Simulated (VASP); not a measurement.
# TiPbS3 in VASP: further runs, part 2 of 2

VASP 6.6.1. The steps go on from the part before.

## 3. Single point, r2SCAN (strain +3.0%)

Input file POSCAR:

```
TiPbS3
1.0
    4.9003516569      0.0000000000      0.0000000000
    0.0000000000      4.9003516569      0.0000000000
    0.0000000000      0.0000000000      4.9003516569
Pb Ti S
1 1 3
Direct
    0.0000000000      0.0000000000      0.0000000000
    0.5000000000      0.5000000000      0.5000000000
    0.5000000000      0.5000000000      0.0000000000
    0.5000000000      0.0000000000      0.5000000000
    0.0000000000      0.5000000000      0.5000000000
```

Input file INCAR.step1:

```
SYSTEM = TiPbS3
ALGO = Normal
EDIFF = 1E-4
ENCUT = 520
GGA = PE
ISMEAR = -1
LASPH = .TRUE.
LCHARG = .FALSE.
LREAL = .FALSE.
LWAVE = .TRUE.
NBANDS = 30
NELM = 100
PREC = Accurate
SIGMA = 0.02
```

Input file INCAR.step2:

```
SYSTEM = TiPbS3
ALGO = Normal
EDIFF = 1E-7
ENCUT = 520
ISIF = 2
ISMEAR = -1
ISTART = 1
LASPH = .TRUE.
LCHARG = .FALSE.
LMIXTAU = .TRUE.
LREAL = .FALSE.
LWAVE = .FALSE.
METAGGA = R2SCAN
NBANDS = 30
NELM = 100
PREC = Accurate
SIGMA = 0.02
```

Input file KPOINTS:

```
k-points
0
G
  6 6 6
  0 0 0
```

Potentials or basis: VASP PAW PBE potentials, release 64 (Pb_d, Ti_sv, S).

Run with:

```bash
$ cat potpaw_PBE.64/Pb_d/POTCAR potpaw_PBE.64/Ti_sv/POTCAR potpaw_PBE.64/S/POTCAR > POTCAR
$ cp INCAR.step1 INCAR
$ mpirun -np 1 vasp_std > vasp.out
$ cp INCAR.step2 INCAR
$ mpirun -np 1 vasp_std > vasp.out
```

OUTCAR:

```text
SYSTEM = TiPbS3
   EDIFF = 1E-7
   ENCUT = 520
   ISIF = 2
   ISMEAR = -1
   ISTART = 1
   LASPH = .TRUE.
   LREAL = .FALSE.
   METAGGA = R2SCAN
   NELM = 100
   PREC = Accurate

 ion  position               nearest neighbor table
   1  0.000  0.000  0.000-   3 3.47   4 3.47   5 3.47   4 3.47   5 3.47   3 3.47   5 3.47   5 3.47
                             3 3.47   4 3.47   4 3.47   3 3.47
   2  0.500  0.500  0.500-   3 2.45   4 2.45   5 2.45   3 2.45   4 2.45   5 2.45
   3  0.500  0.500  0.000-   2 2.45   2 2.45   1 3.47   1 3.47   1 3.47   1 3.47
   4  0.500  0.000  0.500-   2 2.45   2 2.45   1 3.47   1 3.47   1 3.47   1 3.47
   5  0.000  0.500  0.500-   2 2.45   2 2.45   1 3.47   1 3.47   1 3.47   1 3.47

  LATTYP: Found a simple cubic cell.
 ALAT       =     4.9003516569

  Lattice vectors:

 A1 = (   4.9003516569,   0.0000000000,   0.0000000000)
 A2 = (   0.0000000000,   4.9003516569,   0.0000000000)
 A3 = (   0.0000000000,   0.0000000000,   4.9003516569)

Analysis of symmetry for initial positions (statically):
=====================================================================
 Subroutine PRICEL returns:
[... 174 lines left out ...]
 cond. band min:       4.9253751078   @ k =   0.0000   0.0000   0.0000
 fundamental gap:      0.0160422521
 Fermi energy:         4.9235019203

 k-point     1 :       0.0000    0.0000    0.0000
  band No.  band energies     occupation
      1     -55.6514      2.00000
      2     -30.8055      2.00000
      3     -30.8055      2.00000
      4     -30.8055      2.00000
      5     -13.4109      2.00000
      6     -13.4109      2.00000
[... 649 lines left out ...]
     29       9.9168      0.00000
     30       9.9168      0.00000

------------------------ aborting loop because EDIFF is reached ----------------------------------------

  FORCE on cell =-STRESS in cart. coord.  units (eV):
  Direction    XX          YY          ZZ          XY          YZ          ZX
  --------------------------------------------------------------------------------------
  -------------------------------------------------------------------------------------
  Total       -4.5064005     -4.5064005     -4.5064005     -0.0000000     -0.0000000      0.0000000
  in kB      -61.3562245    -61.3562245    -61.3562245     -0.0000000     -0.0000000      0.0000000
  external PRESSURE =     -61.3562245 kB  Pullay stress =       0.0000000 kB

 VOLUME and BASIS-vectors are now :
 -----------------------------------------------------------------------------
  energy-cutoff  :      520.00
  volume of cell :      117.67
      direct lattice vectors                 reciprocal lattice vectors
     4.900351657  0.000000000  0.000000000     0.204066987  0.000000000  0.000000000
     0.000000000  4.900351657  0.000000000     0.000000000  0.204066987  0.000000000
     0.000000000  0.000000000  4.900351657     0.000000000  0.000000000  0.204066987

 POSITION                                       TOTAL-FORCE (eV/Angst)
 -----------------------------------------------------------------------------------
      0.00000      0.00000      0.00000         0.000000      0.000000      0.000000
      2.45018      2.45018      2.45018         0.000000      0.000000      0.000000
      2.45018      2.45018      0.00000         0.000000      0.000000      0.000000
      2.45018      0.00000      2.45018         0.000000      0.000000      0.000000
      0.00000      2.45018      2.45018         0.000000      0.000000      0.000000
 -----------------------------------------------------------------------------------
    total drift:                                0.000000      0.000000      0.000000

  FREE ENERGIE OF THE ION-ELECTRON SYSTEM (eV)
  ---------------------------------------------------
  free  energy   TOTEN  =       -97.7288488312 eV

  energy  without entropy=      -97.7247926780  energy(sigma->0) =      -97.72682075
```

Run time: 5.7 min. Hardware: 1 thread of Oxide Virtual Turin-like, shared host; peak memory 0.22 GiB.

What came out:

```yaml
Free_energy: -97.7288 eV
Pressure: -6.1 GPa
Band_gap_on_the_k_mesh: 0.02 eV (least direct gap 0.88 eV)
```

Levels at points of the mesh, in eV from the valence-band top:
```tsv
k point	band 20	band 21	band 22	band 23	band 24	band 25
(0.00, 0.00, 0.00)	-0.95	-0.95	-0.95	0.02	0.02	0.02
(0.50, 0.00, 0.00)	-1.43	-0.84	-0.84	0.05	0.98	1.03
(0.50, 0.50, 0.00)	-2.60	-2.60	0.00	1.31	1.55	1.55
(0.50, 0.50, 0.50)	0.00	0.00	0.00	1.26	1.26	1.26
```

Caveat: the cell differs from its parent crystal (strain +3.0%); the cell stands under tension; the PAW data sets were made with another functional, which shifts forces and pressure a little; spin-orbit coupling is left out, which moves the levels of the heavy elements. A k mesh can miss the band edges.

## 4. Single point, r2SCAN (uniaxial z strain +2.5%)

POSCAR, as its differences from that of step 3:

```diff
@@ -2,5 +2,5 @@
 1.0
-    4.9003516569      0.0000000000      0.0000000000
-    0.0000000000      4.9003516569      0.0000000000
-    0.0000000000      0.0000000000      4.9003516569
+    4.7576229679      0.0000000000      0.0000000000
+    0.0000000000      4.7576229679      0.0000000000
+    0.0000000000      0.0000000000      4.8765635420
 Pb Ti S
```

Input file INCAR.step1:

```
SYSTEM = TiPbS3
ALGO = Normal
EDIFF = 1E-4
ENCUT = 520
GGA = PE
ISMEAR = -1
LASPH = .True.
LCHARG = .False.
LREAL = .False.
LWAVE = .True.
NBANDS = 30
NELM = 60
PREC = Accurate
SIGMA = 0.02
```

Input file INCAR.step2:

```
SYSTEM = TiPbS3
ALGO = Normal
EDIFF = 1E-6
ENCUT = 520
ISIF = 2
ISMEAR = -1
ISTART = 1
LASPH = .True.
LCHARG = .True.
LELF = .True.
LMIXTAU = .True.
LREAL = .False.
LVHAR = .True.
LWAVE = .False.
METAGGA = R2SCAN
NBANDS = 30
NELM = 60
PREC = Accurate
SIGMA = 0.02
```

Input file KPOINTS:

```
k-points
0
Gamma
  6 6 6
  0 0 0
```

Run with:

```bash
$ cat potpaw_PBE.64/Pb_d/POTCAR potpaw_PBE.64/Ti_sv/POTCAR potpaw_PBE.64/S/POTCAR > POTCAR
$ cp INCAR.step1 INCAR
$ mpirun -np 1 vasp_std > vasp.out
$ cp INCAR.step2 INCAR
$ mpirun -np 1 vasp_std > vasp.out
```

Run time: 14 min. Hardware: 1 thread of Oxide Virtual Turin-like, shared host; peak memory 0.27 GiB.

The run converged. Its results:

* Free energy: -97.9099 eV
* Pressure: -1.8 GPa
* Band gap on the k mesh: zero (bands 22 and 23 overlap by 0.13 eV)

Stress tensor (GPa, compression positive):
```
-1.58  0.00  0.00
 0.00 -1.58  0.00
 0.00  0.00 -2.34
```

Levels at points of the mesh, in eV from the Fermi level:
| k point | band 19 | band 20 | band 21 | band 22 | band 23 | band 24 | band 25 | band 26 |
| --- | --- | --- | --- | --- | --- | --- | --- | --- |
| (0.00, 0.00, 0.00) | -1.43 | -0.94 | -0.94 | -0.94 | -0.04 | 0.00 | 0.00 | 1.09 |
| (0.50, 0.00, 0.00) | -1.94 | -1.37 | -0.90 | -0.86 | 0.04 | 1.02 | 1.13 | 1.57 |
| (0.50, 0.50, 0.00) | -2.90 | -2.90 | -2.90 | 0.10 | 1.21 | 1.73 | 1.81 | 1.81 |
| (0.00, 0.00, 0.50) | -1.88 | -1.50 | -0.82 | -0.82 | -0.01 | 1.09 | 1.20 | 1.43 |
| (0.50, 0.00, 0.50) | -2.90 | -2.88 | -2.72 | -0.02 | 1.34 | 1.62 | 1.80 | 1.87 |
| (0.50, 0.50, 0.50) | -3.91 | -0.04 | -0.04 | 0.09 | 1.42 | 1.42 | 1.44 | 4.71 |

Caveat: the cell differs from its parent crystal (uniaxial z strain +2.5%); the PAW data sets were made with another functional, which shifts forces and pressure a little; spin-orbit coupling is left out, which moves the levels of the heavy elements.

## 5. Overview

```csv
cell,gap on the mesh (eV),pressure (GPa)
"a = 4.758 Å, 5 atoms",none,0.1
"a = 4.900 Å, 5 atoms",0.02,-6.1
"a = 4.758, b = 4.758, c = 4.877 Å, 5 atoms",none,-1.8
```

Alike in all rows: task single point; level r2SCAN; potentials or basis VASP PAW PBE potentials, release 64 (Pb_d, Ti_sv, S); no spin polarisation; k mesh 6 × 6 × 6; cutoff (eV) 520; smearing fermi-dirac 0.02 eV.

Caveats: the PAW data sets were made with another functional, which shifts forces and pressure a little; spin-orbit coupling is left out, which moves the levels of the heavy elements; the cell stands under tension (at least some runs).

Total energies depend on the potentials used, so only differences within one code and one set of settings carry meaning.
